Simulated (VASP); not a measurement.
Wanted: the native input for a VASP 6.6.1 run.

| Quantity | Value |
| --- | --- |
| Task | single point |
| Functional | PBEsol |
| Potentials or basis | VASP PAW PBE potentials, release 64 (Fe_sv, Al) |
| Cutoff | 690 eV |
| k mesh | 8 × 8 × 8 |
| Occupations | fermi-dirac, width 0.05 eV |
| Spin | collinear spin, ferromagnetic start |
| Starting moments | [3.8, 0.0] μB |
| Fixed moment | 3.8 μB |
| Dipole correction | no |
| Further INCAR settings | ALGO = Normal; EDIFF = 1e-06; NBANDS = 20 |

The structure of AlFe lies in POSCAR:

```
AlFe
1.0
    2.9100000000      0.0000000000      0.0000000000
    0.0000000000      2.9100000000      0.0000000000
    0.0000000000      0.0000000000      2.9100000000
Fe Al
1 1
Direct
    0.5000000000      0.5000000000      0.5000000000
    0.0000000000      0.0000000000      0.0000000000
```

One way to write it, as run:

INCAR

```
PREC = Accurate
ENCUT = 690
EDIFF = 1E-6
ISMEAR = -1
SIGMA = 0.05
LREAL = False
LASPH = True
NELM = 200
ALGO = Normal
ISIF = 2
LWAVE = False
LCHARG = True
ISPIN = 2
MAGMOM = 3.8 0
LORBIT = 11
NUPDOWN = 3.8
LMAXMIX = 4
GGA = PS
LELF = True
LVHAR = True
NBANDS = 20
GGA_COMPAT = False
```

KPOINTS

```
Automatic mesh
0
Gamma
  8 8 8
```

Potentials or basis: VASP PAW PBE potentials, release 64 (Fe_sv, Al).

The run is started by

```sh
$ cat potpaw_PBE.64/Fe_sv/POTCAR potpaw_PBE.64/Al/POTCAR > POTCAR
$ mpirun -np 1 vasp_std > vasp.out
```

It gave:

The pressure is 26.7 GPa and the net moment is 3.80 μB per cell. The site moments are Fe +3.03; Al +0.08 μB and the valence electrons inside the program's atomic spheres are Fe 13.71; Al 0.86.

Caveat: the cell stands under pressure; the PAW data sets were made with another functional, which shifts forces and pressure a little; the total moment is fixed, so each spin has its own Fermi level and the state may be an excited one.

It took 34 s on 1 thread of AMD EPYC 9R45 (Zen 5), with other jobs on the host, peak memory 0.16 GiB.
